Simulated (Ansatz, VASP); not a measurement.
K4Ru: VASP beside Ansatz

```
K Ru
1.0
     6.26247    0.00000    0.00000
     0.00000    6.26247    0.00000
     0.00000    0.00000    6.26247
K Ru
4 1
Direct
  0.50000 0.00000 0.00000
  0.00000 0.50000 0.00000
  0.00000 0.00000 0.50000
  0.50000 0.50000 0.50000
  0.00000 0.00000 0.00000
```

Alike in both runs: task relaxation of cell and atoms; functional PBE; k mesh 6 × 6 × 6; occupations gaussian, width 0.1 eV; no spin polarisation.

|  | VASP | Ansatz |
| --- | --- | --- |
| version | VASP 6.6.1 | Ansatz 0.2.0 |
| potentials or method | VASP PAW PBE potentials, release 64 (K_sv, Ru_pv), cutoff 600 eV | scalar-relativistic, plane waves, PAW |
| valence electrons in the cell | 50 | 52 |

Ansatz gave:

```
gap on the k mesh at the Fermi level, each at its own relaxed structure (eV) : none
relaxed volume (Å³/atom)                                                     : 50.93
relaxed cell length with the largest relative difference (Å)                 : 6.338
```

**Question.** Estimate VASP's values.

**Answer.** gap on the k mesh at the Fermi level, each at its own relaxed structure (eV): none; relaxed volume (Å³/atom): 50.94; relaxed cell length with the largest relative difference (Å): 6.339.

A gap of «none» marks a metal or a gap that the smearing closes. VASP's potentials hold 50 valence electrons a cell and Ansatz's 52, so a difference there can come from the potentials and not from the codes.
